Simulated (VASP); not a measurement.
# CdSe (F-43m) in VASP: single point with PBEsol

Aim: the single point of CdSe with PBEsol.

All numbers are computed with VASP 6.6.1; they aren't measurements. Logs are shortened: lines on timing, memory, paths and dates and some standing lists are left out, and cuts for length are marked.

**1. The cell of the first run**

It takes space group F-43m (No. 216, cubic). Conventional cell: a = 6.141 Å, b = 6.141 Å, c = 6.141 Å, α = 90.00°, β = 90.00°, γ = 90.00°. Within 3.5 Å of Cd (site symmetry -43m) lie 4 Se at 2.66 Å. Within 3.5 Å of Se (site symmetry -43m) lie 4 Cd at 2.66 Å.

**2. Single point, PBEsol**

Contents of INCAR:

```
PREC     = Accurate       # precision mode
ENCUT    = 520            # plane-wave cutoff, eV
EDIFF    = 1E-6           # SCF threshold, eV
ISMEAR   = 0              # smearing method
SIGMA    = 0.01           # smearing width, eV
LREAL    = False          # projectors in reciprocal space
LASPH    = True           # aspherical terms in the spheres
NELM     = 100            # most SCF steps
ALGO     = Normal         # electronic algorithm
ISIF     = 2              # what is computed and relaxed
LWAVE    = False          # write WAVECAR
LCHARG   = False          # write CHGCAR
GGA      = PS             # functional
NBANDS   = 16             # bands
```

Contents of KPOINTS:

```
regular mesh
0
Gamma
  4 4 4
```

Contents of POSCAR:

```
CdSe
1.0
    0.0000000000      3.0702700000      3.0702700000
    3.0702700000      0.0000000000      3.0702700000
    3.0702700000      3.0702700000      0.0000000000
Cd Se
1 1
Direct
    0.0000000000      0.0000000000      0.0000000000
    0.7500000000      0.7500000000      0.7500000000
```

Potentials or basis: VASP PAW PBE potentials, release 64 (Cd, Se).

On the command line:

```bash
$ cat potpaw_PBE.64/Cd/POTCAR potpaw_PBE.64/Se/POTCAR > POTCAR
$ mpirun -np 1 vasp_std > vasp.out
```

OUTCAR:

```text
PREC = Accurate
   ENCUT = 520
   EDIFF = 1E-6
   ISMEAR = 0
   LREAL = False
   LASPH = True
   NELM = 100
   ISIF = 2
   GGA = PS

 ion  position               nearest neighbor table
   1  0.000  0.000  0.000-   2 2.66   2 2.66   2 2.66   2 2.66
   2  0.750  0.750  0.750-   1 2.66   1 2.66   1 2.66   1 2.66

  LATTYP: Found a face centered cubic cell.
 ALAT       =     6.1405400000

  Lattice vectors:

 A1 = (   0.0000000000,   3.0702700000,   3.0702700000)
 A2 = (   3.0702700000,   0.0000000000,   3.0702700000)
 A3 = (   3.0702700000,   3.0702700000,   0.0000000000)

Analysis of symmetry for initial positions (statically):
=====================================================================
 Subroutine PRICEL returns:
 Original cell was already a primitive cell.

 Routine SETGRP: Setting up the symmetry group for a
 face centered cubic supercell.

 Subroutine GETGRP returns: Found 24 space group operations
 (whereof 24 operations were pure point group operations)
 out of a pool of 48 trial point group operations.

The static configuration has the point symmetry T_d .

Analysis of symmetry for dynamics (positions and initial velocities):
=====================================================================
 Subroutine PRICEL returns:
 Original cell was already a primitive cell.

 Routine SETGRP: Setting up the symmetry group for a
 face centered cubic supercell.

 Subroutine GETGRP returns: Found 24 space group operations
 (whereof 24 operations were pure point group operations)
 out of a pool of 48 trial point group operations.

The dynamic configuration has the point symmetry T_d .

 Subroutine INISYM returns: Found 24 space group operations
 (whereof 24 operations are pure point group operations),
 and found     1 'primitive' translations

----------------------------------------------------------------------------------------

                                     Primitive cell

  volume of cell :      57.8842

  direct lattice vectors                    reciprocal lattice vectors
     0.000000000  3.070270000  3.070270000    -0.162852127  0.162852127  0.162852127
     3.070270000  0.000000000  3.070270000     0.162852127 -0.162852127  0.162852127
     3.070270000  3.070270000  0.000000000     0.162852127  0.162852127 -0.162852127

  length of vectors
     4.342017474  4.342017474  4.342017474     0.282068158  0.282068158  0.282068158

  position of ions in fractional coordinates (direct lattice)
     0.000000000  0.000000000  0.000000000
[... 60 lines left out ...]
   NELM   =    100;   NELMIN=  2; NELMDL= -5     # of ELM steps
   EDIFF  = 0.1E-05   stopping-criterion for ELM
   LREAL  =      F    real-space projection
   EDIFFG = 0.1E-04   stopping-criterion for IOM
   NSW    =      0    number of steps for IOM
   IBRION =     -1    ionic relax: 0-MD 1-quasi-New 2-CG
   NFREE  =      0    steps in history (QN), initial steepest desc. (CG)
   ISIF   =      2    stress and relaxation
   ISYM   =      2    0-nonsym 1-usesym 2-fastsym
   POTIM  = 0.5000    time-step for ionic-motion
   TEBEG  =    0.0;   TEEND  =   0.0 temperature during run
   PSTRESS=    0.0 pullay stress
   NELECT =      18.0000    total number of electrons
   NUPDOWN=      -1.0000    fix difference up-down
   EMIN   =  10.00;   EMAX   =-10.00  energy-range for DOS
   EFERMI =   0.00;   METHOD = LEGACY
   ISMEAR =     0;   SIGMA  =   0.01  broadening in eV -4-tet -1-fermi 0-gaus
   EFERMI_NEDOS =   21; number of points for ismear=-14 and -15
   IALGO  =     38    algorithm
   IMIX   =      4    mixing-type and parameters
     AMIX     =   0.40;   BMIX     =  1.00
     AMIX_MAG =   1.60;   BMIX_MAG =  1.00
  volume/ion in A,a.u.               =      28.94       195.31
  Fermi-wavevector in a.u.,A,eV,Ry     =   1.109121  2.095936 16.737212  1.230150
  Thomas-Fermi vector in A             =   2.245657
   LORBIT       =      0    0 simple, 1 ext, 2 COOP (PROOUT), +10 PAW based schemes
   GGA     = PS    functional components
   LHFCALC =     F    Hartree Fock is set to
   AEXX    =    0.0000 exact exchange contribution
   IVDW    =     0    specifies the selected vdW correction
   LEPSILON=     F    determine dielectric tensor
   LRPA    =     F    only Hartree local field effects (RPA)
 non-spin polarized calculation
 Gauss-broadening in eV      SIGMA  =   0.01
  energy-cutoff  :      520.00
  volume of cell :       57.88
 maximum number of plane-waves:      1588
   NGX = 17   NGY = 17   NGZ = 17

 number of electron      18.0000008 magnetization

 Free energy of the ion-electron system (eV)
  ---------------------------------------------------
  ext. energy  EPLUGINS =         0.00000000
  ---------------------------------------------------
  free energy    TOTEN  =        -6.12192712 eV

  energy without entropy =       -6.12192712  energy(sigma->0) =       -6.12192712

 E-fermi :   0.6804     XC(G=0):  -8.9573

 val. band max:        0.6196044284   @ k =   0.0000   0.0000   0.0000
 cond. band min:       1.0286981467   @ k =   0.0000   0.0000   0.0000
 fundamental gap:      0.4090937183
 Fermi energy:         0.6804011901

 k-point     1 :       0.0000    0.0000    0.0000
  band No.  band energies     occupation
      1     -11.8410      2.00000
      2      -7.2294      2.00000
      3      -7.2294      2.00000
      4      -7.2294      2.00000
      5      -6.8813      2.00000
      6      -6.8813      2.00000
[... 129 lines left out ...]
      3      -7.0513      2.00000
      4      -6.9134      2.00000
      5      -6.8765      2.00000
      6      -6.4296      2.00000
[... 8 lines left out ...]
     15      13.0337      0.00000
     16      13.5070      0.00000

------------------------ aborting loop because EDIFF is reached ----------------------------------------

  FORCE on cell =-STRESS in cart. coord.  units (eV):
  Direction    XX          YY          ZZ          XY          YZ          ZX
  --------------------------------------------------------------------------------------
  -------------------------------------------------------------------------------------
  Total       -0.3325482     -0.3325482     -0.3325482      0.0000000      0.0000000      0.0000000
  in kB       -9.2046115     -9.2046115     -9.2046115      0.0000000      0.0000000      0.0000000
  external PRESSURE =      -9.2046115 kB  Pullay stress =       0.0000000 kB

 VOLUME and BASIS-vectors are now :
 -----------------------------------------------------------------------------
  energy-cutoff  :      520.00
  volume of cell :       57.88
      direct lattice vectors                 reciprocal lattice vectors
     0.000000000  3.070270000  3.070270000    -0.162852127  0.162852127  0.162852127
     3.070270000  0.000000000  3.070270000     0.162852127 -0.162852127  0.162852127
     3.070270000  3.070270000  0.000000000     0.162852127  0.162852127 -0.162852127

 POSITION                                       TOTAL-FORCE (eV/Angst)
 -----------------------------------------------------------------------------------
      0.00000      0.00000      0.00000        -0.000000     -0.000000     -0.000000
      4.60540      4.60540      4.60540         0.000000      0.000000      0.000000
 -----------------------------------------------------------------------------------
    total drift:                                0.000000      0.000000      0.000000

  FREE ENERGIE OF THE ION-ELECTRON SYSTEM (eV)
  ---------------------------------------------------
  free  energy   TOTEN  =        -6.1219271216 eV

  energy  without entropy=       -6.1219271216  energy(sigma->0) =       -6.12192712
```

stdout:

```text
POSCAR found type information on POSCAR CdSe
 POSCAR found :  2 types and       2 ions
 scaLAPACK will be used
 -----------------------------------------------------------------------------
|                                                                             |
|                                                                             |
|     You enforced a specific xc type in the INCAR file but a different       |
|     I HOPE YOU KNOW WHAT YOU ARE DOING!                                     |
|                                                                             |
 -----------------------------------------------------------------------------

 LDA part: xc-table for (Slater+PW92), standard interpolation
 POSCAR, INCAR and KPOINTS ok, starting setup
 FFT: planning ... GRIDC
 FFT: planning ... GRID_SOFT
 FFT: planning ... GRID
 WAVECAR not read
 entering main loop
```

Wall time 10 s (1 thread of Intel Xeon 8259CL, shared host); peak memory 0.17 GiB.

What came out:

* Free energy: -6.1219 eV
* Pressure: -0.9 GPa
* Band gap on the k mesh: 0.41 eV, direct

Levels at points of the mesh, in eV from the valence-band top:
```
           k point  band 6  band 7  band 8  band 9  band 10  band 11  band 12  band 13
(0.00, 0.00, 0.00)   -7.50    0.00    0.00    0.00     0.41     5.83     5.83     5.83
(0.50, 0.00, 0.00)   -7.23   -4.30   -0.72   -0.72     2.23     6.33     6.33     7.19
(0.50, 0.50, 0.00)   -7.17   -4.01   -1.79   -1.79     3.03     3.63     8.84     9.94
```

Caveat: the k points lie up to 0.44 Å⁻¹ apart; the PAW data sets were made with another functional, which shifts forces and pressure a little.
